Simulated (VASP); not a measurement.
# SbP2 (C2/c) in VASP: a series of runs

The runs below take SbP2 through relaxation of cell and atoms, single point, with PBE.

All numbers are computed with VASP 6.6.1; they aren't measurements. Logs are shortened: lines on timing, memory, paths and dates and some standing lists are left out, and cuts for length are marked.

### Step 1. The cell of the first run

It takes space group C2/c (No. 15, monoclinic). Conventional cell: a = 5.597 Å, b = 5.812 Å, c = 6.429 Å, α = 90.00°, β = 99.08°, γ = 90.00°. Sb (site symmetry -1) has 6 P at 2.47 to 2.56 Å within 3.3 Å. P (site symmetry 1) has 1 P at 2.14 Å and 3 Sb at 2.47 to 2.56 Å within 2.8 Å.

### Step 2. Relaxation of cell and atoms, PBE

Input file INCAR:

```
ALGO     = Normal         # electronic algorithm
EDIFF    = 1E-7           # SCF threshold, eV
EDIFFG   = -0.04          # ionic threshold
ENCUT    = 600            # plane-wave cutoff, eV
GGA      = PE             # functional
IBRION   = 2              # ionic algorithm
ISIF     = 3              # what is computed and relaxed
ISMEAR   = 0              # smearing method
LASPH    = True           # aspherical terms in the spheres
LCHARG   = False          # write CHGCAR
LREAL    = False          # projectors in reciprocal space
LWAVE    = False          # write WAVECAR
NELM     = 100            # most SCF steps
NSW      = 90             # ionic steps
PREC     = Accurate       # precision mode
SIGMA    = 0.1            # smearing width, eV
```

Input file KPOINTS:

```
k-points
0
Gamma
  4 4 4
```

Input file POSCAR:

```
SbP2
1.0
    2.7984199800     -2.9058030800      0.0000000000
    2.7984199800      2.9058030800      0.0000000000
   -1.0147587600      0.0000000000      6.3482097900
Sb P
2 4
Direct
    0.0000000000      0.5000000000      0.0000000000
    0.5000000000      0.0000000000      0.5000000000
    0.1584272600      0.4526645600      0.3780588900
    0.5473354400      0.8415727400      0.1219411100
    0.8415727400      0.5473354400      0.6219411100
    0.4526645600      0.1584272600      0.8780588900
```

Potentials or basis: VASP PAW PBE potentials, release 64 (Sb, P).

Started as:

```
$ cat potpaw_PBE.64/Sb/POTCAR potpaw_PBE.64/P/POTCAR > POTCAR
$ mpirun -np 1 vasp_std > vasp.out
```

OUTCAR:

```text
EDIFF = 1E-7
   EDIFFG = -0.04
   ENCUT = 600
   GGA = PE
   IBRION = 2
   ISIF = 3
   ISMEAR = 0
   LASPH = True
   LREAL = False
   NELM = 100
   NSW = 90
   PREC = Accurate

 ion  position               nearest neighbor table
   1  0.000  0.500  0.000-   4 2.47   6 2.47   5 2.47   3 2.47   4 2.56   6 2.56
   2  0.500  0.000  0.500-   3 2.47   5 2.47   4 2.47   6 2.47   5 2.56   3 2.56
   3  0.158  0.453  0.378-   5 2.14   2 2.47   1 2.47   2 2.56   4 2.93
   4  0.547  0.842  0.122-   6 2.14   1 2.47   2 2.47   1 2.56   3 2.93
   5  0.842  0.547  0.622-   3 2.14   2 2.47   1 2.47   2 2.56   6 2.93
   6  0.453  0.158  0.878-   4 2.14   1 2.47   2 2.47   1 2.56   5 2.93

  LATTYP: Found a base centered monoclinic cell.
 ALAT       =     5.5968399600
 B/A-ratio  =     1.0383727606
 C/A-ratio  =     1.1486486386
 COS(beta)  =    -0.1578456865

  Lattice vectors:

 A1 = (   2.7984199800,  -2.9058030800,   0.0000000000)
 A2 = (   2.7984199800,   2.9058030800,   0.0000000000)
 A3 = (  -1.0147587600,   0.0000000000,   6.3482097900)

Analysis of symmetry for initial positions (statically):
=====================================================================
 Subroutine PRICEL returns:
 Original cell was already a primitive cell.

 Routine SETGRP: Setting up the symmetry group for a
 base centered monoclinic supercell.

 Subroutine GETGRP returns: Found  4 space group operations
 (whereof  2 operations were pure point group operations)
 out of a pool of  4 trial point group operations.

The static configuration has the point symmetry S_2 .
 The point group associated with its full space group is C_2h.

Analysis of symmetry for dynamics (positions and initial velocities):
=====================================================================
 Subroutine PRICEL returns:
 Original cell was already a primitive cell.

 Routine SETGRP: Setting up the symmetry group for a
 base centered monoclinic supercell.

 Subroutine GETGRP returns: Found  4 space group operations
 (whereof  2 operations were pure point group operations)
 out of a pool of  4 trial point group operations.

The dynamic configuration has the point symmetry S_2 .
 The point group associated with its full space group is C_2h.

 Subroutine INISYM returns: Found  4 space group operations
 (whereof  2 operations are pure point group operations),
 and found     1 'primitive' translations

----------------------------------------------------------------------------------------

                                     Primitive cell

  volume of cell :     103.2429

  direct lattice vectors                    reciprocal lattice vectors
     2.798419980 -2.905803080  0.000000000     0.178672252 -0.172069471  0.028560687
     2.798419980  2.905803080  0.000000000     0.178672252  0.172069471  0.028560687
    -1.014758760  0.000000000  6.348209790     0.000000000  0.000000000  0.157524725

  length of vectors
     4.034209455  4.034209455  6.428802601     0.249694592  0.249694592  0.157524725

  position of ions in fractional coordinates (direct lattice)
     1.000000000  0.500000000  0.000000000
     0.500000000  1.000000000  0.500000000
     0.158427260  0.452664560  0.378058890
     0.547335440  0.841572740  0.121941110
     0.841572740  0.547335440  0.621941110
     0.452664560  0.158427260  0.878058890

  ion indices of the primitive-cell ions
   primitive index   ion index
                 1           1
                 2           2
                 3           3
                 4           4
                 5           5
                 6           6

----------------------------------------------------------------------------------------

 KPOINTS: k-points

Automatic generation of k-mesh.
 Grid dimensions read from file:
 generate k-points for:    4    4    4

 Generating k-lattice:

  Cartesian coordinates                     Fractional coordinates (reciprocal lattice)
     0.044668063 -0.043017368  0.007140172     0.250000000 -0.000000000  0.000000000
     0.044668063  0.043017368  0.007140172    -0.000000000  0.250000000  0.000000000
     0.000000000  0.000000000  0.039381181     0.000000000  0.000000000  0.250000000

  Length of vectors
     0.062423648  0.062423648  0.039381181

  Shift w.r.t. Gamma in fractional coordinates (k-lattice)
     0.000000000  0.000000000  0.000000000

 Subroutine IBZKPT returns following result:
 ===========================================

 Found     24 irreducible k-points:

 Following reciprocal coordinates:
            Coordinates               Weight
  0.000000  0.000000  0.000000      1.000000
  0.250000  0.000000  0.000000      4.000000
  0.500000  0.000000  0.000000      2.000000
  0.250000  0.250000  0.000000      2.000000
  0.500000  0.250000  0.000000      4.000000
 -0.250000  0.250000  0.000000      2.000000
[... 16 lines left out ...]
 -0.250000  0.250000  0.500000      2.000000
  0.500000  0.500000  0.500000      1.000000
   k-points           NKPTS =     24   k-points in BZ     NKDIM =     24   number of bands    NBANDS=     19
   number of dos      NEDOS =    301   number of ions     NIONS =      6
   total plane-waves  NPLWV =  55296
   dimension x,y,z NGX =    32 NGY =   32 NGZ =   54
   dimension x,y,z NGXF=    64 NGYF=   64 NGZF=  108
   ions per type =               2   4
   NGX,Y,Z   is equivalent  to a cutoff of  13.19, 13.19, 13.96 a.u.
   NGXF,Y,Z  is equivalent  to a cutoff of  26.37, 26.37, 27.93 a.u.
 SYSTEM =  unknown system
   PREC   = accura    normal or accurate (medium, high low for compatibility)
   ISTART =      0    job   : 0-new  1-cont  2-samecut
   ICHARG =      2    charge: 1-file 2-atom 10-const
   ISPIN  =      1    spin polarized calculation?
   LNONCOLLINEAR =      F non collinear calculations
   LSORBIT =      F    spin-orbit coupling
   LASPH  =      T    aspherical Exc in radial PAW
   ENCUT  =  600.0 eV  44.10 Ry    6.64 a.u.   8.06  8.06 12.84*2*pi/ulx,y,z
   NELM   =    100;   NELMIN=  2; NELMDL= -5     # of ELM steps
   EDIFF  = 0.1E-06   stopping-criterion for ELM
   LREAL  =      F    real-space projection
   EDIFFG = -.4E-01   stopping-criterion for IOM
   NSW    =     90    number of steps for IOM
   IBRION =      2    ionic relax: 0-MD 1-quasi-New 2-CG
   NFREE  =      1    steps in history (QN), initial steepest desc. (CG)
   ISIF   =      3    stress and relaxation
   ISYM   =      2    0-nonsym 1-usesym 2-fastsym
   POTIM  = 0.5000    time-step for ionic-motion
   TEBEG  =    0.0;   TEEND  =   0.0 temperature during run
   PSTRESS=    0.0 pullay stress
   NELECT =      30.0000    total number of electrons
   NUPDOWN=      -1.0000    fix difference up-down
   EMIN   =  10.00;   EMAX   =-10.00  energy-range for DOS
   EFERMI =   0.00;   METHOD = LEGACY
   ISMEAR =     0;   SIGMA  =   0.10  broadening in eV -4-tet -1-fermi 0-gaus
   EFERMI_NEDOS =   21; number of points for ismear=-14 and -15
   IALGO  =     38    algorithm
   IMIX   =      4    mixing-type and parameters
     AMIX     =   0.40;   BMIX     =  1.00
     AMIX_MAG =   1.60;   BMIX_MAG =  1.00
  volume/ion in A,a.u.               =      17.21       116.12
  Fermi-wavevector in a.u.,A,eV,Ry     =   1.084331  2.049088 15.997367  1.175773
  Thomas-Fermi vector in A             =   2.220418
   LORBIT       =      0    0 simple, 1 ext, 2 COOP (PROOUT), +10 PAW based schemes
   GGA     = PE    functional components
   LHFCALC =     F    Hartree Fock is set to
   AEXX    =    0.0000 exact exchange contribution
   IVDW    =     0    specifies the selected vdW correction
   LEPSILON=     F    determine dielectric tensor
   LRPA    =     F    only Hartree local field effects (RPA)
 conjugate gradient relaxation of ions
 non-spin polarized calculation
 Gauss-broadening in eV      SIGMA  =   0.10
  energy-cutoff  :      600.00
  volume of cell :      103.24
 maximum number of plane-waves:      3472
   NGX = 17   NGY = 17   NGZ = 25

--------------------------------------- Ionic step        1  -------------------------------------------

 number of electron      29.9999998 magnetization

 Free energy of the ion-electron system (eV)
  ---------------------------------------------------
  ext. energy  EPLUGINS =         0.00000000
  ---------------------------------------------------
  free energy    TOTEN  =       -24.67609482 eV

  energy without entropy =      -24.65543902  energy(sigma->0) =      -24.66576692

 E-fermi :  10.5491     XC(G=0): -10.9980

 val. band max:       10.5408792917   @ k =  -0.2500   0.2500   0.5000
 cond. band min:      10.5679955787   @ k =   0.5000   0.2500   0.5000
 fundamental gap:      0.0271162870
 Fermi energy:        10.5491355516

 k-point     1 :       0.0000    0.0000    0.0000
  band No.  band energies     occupation
      1      -6.0366      2.00000
      2      -3.4141      2.00000
      3      -1.5267      2.00000
      4       0.7003      2.00000
      5       1.7223      2.00000
      6       3.0745      2.00000
[... 11 lines left out ...]
     18      12.2633      0.00000
     19      12.7219      0.00000
[... 541 lines left out ...]
  energy  without entropy=      -24.6554390209  energy(sigma->0) =      -24.66576692

--------------------------------------- Ionic step        2  -------------------------------------------

 number of electron      29.9999995 magnetization

 E-fermi :   4.2815     XC(G=0):  -8.8596

 val. band max:        4.2709624117   @ k =   0.0000   0.0000   0.0000
 cond. band min:       4.3041664183   @ k =   0.0000   0.0000   0.5000
 fundamental gap:      0.0332040065
 Fermi energy:         4.2814529726

 k-point     1 :       0.0000    0.0000    0.0000
  band No.  band energies     occupation
      1      -8.0362      2.00000
      2      -6.8975      2.00000
      3      -4.6905      2.00000
      4      -4.1740      2.00000
      5      -3.4768      2.00000
      6      -2.9810      2.00000
[... 11 lines left out ...]
     18       5.1466      0.00000
     19       5.6603      0.00000
[... 577 lines left out ...]
  FREE ENERGIE OF THE ION-ELECTRON SYSTEM (eV)
  ---------------------------------------------------
  free  energy   TOTEN  =       -27.7331478186 eV

  energy  without entropy=      -27.7092141131  energy(sigma->0) =      -27.72118097

[... ionic steps 4 to 31 ...]

--------------------------------------- Ionic step       32  -------------------------------------------

 number of electron      30.0000003 magnetization

------------------------ aborting loop because EDIFF is reached ----------------------------------------

  FORCE on cell =-STRESS in cart. coord.  units (eV):
  Direction    XX          YY          ZZ          XY          YZ          ZX
  --------------------------------------------------------------------------------------
  -------------------------------------------------------------------------------------
  Total       -0.1796454     -0.0167373      0.0303761      0.0000000      0.0000000     -0.0742819
  in kB       -1.9791281     -0.1843927      0.3346488      0.0000000      0.0000000     -0.8183535
  external PRESSURE =      -0.6096240 kB  Pullay stress =       0.0000000 kB
[... 65 lines left out ...]
  energy  without entropy=      -28.3168493368  energy(sigma->0) =      -28.32015140

--------------------------------------- Ionic step       34  -------------------------------------------

 number of electron      30.0000003 magnetization

 Free energy of the ion-electron system (eV)
  ---------------------------------------------------
  ext. energy  EPLUGINS =         0.00000000
  ---------------------------------------------------
  free energy    TOTEN  =       -28.32387902 eV

  energy without entropy =      -28.31752342  energy(sigma->0) =      -28.32070122

 E-fermi :   5.9636     XC(G=0):  -9.3776

 val. band max:        5.8339907783   @ k =   0.0000   0.0000   0.5000
 cond. band min:       6.0294309981   @ k =  -0.2500  -0.2500   0.2500
 fundamental gap:      0.1954402199
 Fermi energy:         5.9635684028

 k-point     1 :       0.0000    0.0000    0.0000
  band No.  band energies     occupation
      1      -7.7826      2.00000
      2      -6.2340      2.00000
      3      -3.3632      2.00000
      4      -2.8958      2.00000
      5      -2.1028      2.00000
      6      -1.9831      2.00000
[... 11 lines left out ...]
     18       6.9602      0.00000
     19       7.4964      0.00000
[... 537 lines left out ...]
  FREE ENERGIE OF THE ION-ELECTRON SYSTEM (eV)
  ---------------------------------------------------
  free  energy   TOTEN  =       -28.3238790177 eV

  energy  without entropy=      -28.3175234227  energy(sigma->0) =      -28.32070122

 reached required accuracy - stopping structural energy minimisation
```

Run time: 33 min. Hardware: 1 thread of Oxide Virtual Turin-like, shared host; peak memory 0.23 GiB.

Results:

| Property | Result |
| --- | --- |
| Free energy | -28.3239 eV |
| Relaxed volume | 24.19 Å³/atom |
| Relaxed cell | a = 4.768 Å, b = 4.768 Å, c = 6.571 Å, α = 99.68°, β = 99.68°, γ = 88.43° |
| Space group after relaxing (to 0.05 Å) | C2/c (No. 15) |
| Energy gained by relaxing | 608.0 meV/atom |
| Ionic steps | 34 |
| Pressure after relaxing | 0.1 GPa |
| Largest force after relaxing | 0.030 eV/Å |
| Band gap on the k mesh | zero (band 15 reaches 7.57 eV, above the bottom of band 16 at 4.83 eV) |

Forces on the atoms (eV/Å):
```
Sb   0.000  0.000  0.000
Sb   0.000  0.000  0.000
P   -0.003 -0.013 -0.026
P    0.003 -0.013  0.026
P    0.003  0.013  0.026
P   -0.003  0.013 -0.026
```

The path:
```tsv
step	energy change (eV)	largest force (eV/Å)	pressure (GPa)	volume (Å³)
1	0.0000	1.5951	34.36	103.24
2	-2.0843	1.5231	-8.80	168.61
3	-3.0571	1.2507	-0.68	137.88
4	-3.3148	0.4248	0.50	138.65
5	-3.3322	0.3705	1.08	138.87
6	-3.4250	0.3956	-0.05	142.19
7	-3.4757	0.3639	-1.71	147.67
8	-3.4781	0.3835	-1.34	146.43
9	-3.5413	0.2347	-0.30	143.64
10	-3.5462	0.1808	0.10	142.60
11	-3.5662	0.1495	0.26	142.49
12	-3.5677	0.1768	0.34	142.44
13	-3.5760	0.1851	-0.33	143.85
14	-3.5761	0.2038	-0.44	144.10
15	-3.5825	0.1646	-0.30	144.08
16	-3.5889	0.0948	-0.01	144.04
17	-3.5942	0.0803	0.12	144.02
18	-3.6018	0.1567	0.48	143.93
19	-3.6053	0.1423	0.33	144.28
20	-3.6123	0.1664	-0.11	145.31
21	-3.6084	0.3847	-1.06	147.35
22	-3.6139	0.2261	-0.42	145.97
23	-3.6177	0.2184	-0.44	146.11
24	-3.6268	0.2092	-0.56	146.52
25	-3.6279	0.2654	-0.95	147.29
26	-3.6309	0.2270	-0.73	146.90
27	-3.6395	0.0846	-0.15	145.88
28	-3.6404	0.0881	0.10	145.46
29	-3.6425	0.0814	0.09	145.41
30	-3.6458	0.0695	0.09	145.24
31	-3.6458	0.0694	0.09	145.21
32	-3.6471	0.0457	-0.06	145.43
33	-3.6474	0.0526	-0.17	145.59
34	-3.6478	0.0296	0.06	145.16
```

Final structure:
```
Sb P
1.0
     3.41687   -3.32500   -0.06137
     3.41687    3.32500   -0.06137
    -1.42608    0.00000    6.41399
Sb P
2 4
Direct
  0.00000 0.50000 0.00000
  0.50000 0.00000 0.50000
  0.17848 0.49012 0.42288
  0.50988 0.82152 0.07712
  0.82152 0.50988 0.57712
  0.49012 0.17848 0.92288
```

Levels at points of the mesh, in eV from the Fermi level:
```tsv
k point	band 12	band 13	band 14	band 15	band 16	band 17	band 18	band 19
(0.00, 0.00, 0.00)	-2.60	-0.52	0.11	0.19	0.51	0.90	1.00	1.53
(0.50, 0.00, 0.00)	-2.48	-1.97	-1.94	0.09	0.15	1.81	2.27	2.63
(0.50, 0.50, 0.00)	-1.77	0.25	0.96	1.61	1.69	2.06	2.38	2.62
(0.00, 0.00, 0.50)	-3.13	-1.54	-1.54	-0.13	-0.13	1.41	1.41	2.10
(0.50, 0.00, 0.50)	-2.58	-2.45	-2.05	-1.59	-1.13	0.30	2.73	2.82
(0.50, 0.50, 0.50)	-2.65	-0.58	-0.58	1.41	1.41	2.50	2.50	2.97
```

Caveat: the k points lie up to 0.33 Å⁻¹ apart in the final cell; the volume moved by over 15 % at a fixed basis, so the end points are rough; spin-orbit coupling is left out, which moves the levels of the heavy elements.

(Part 1 of 2 ends here.)
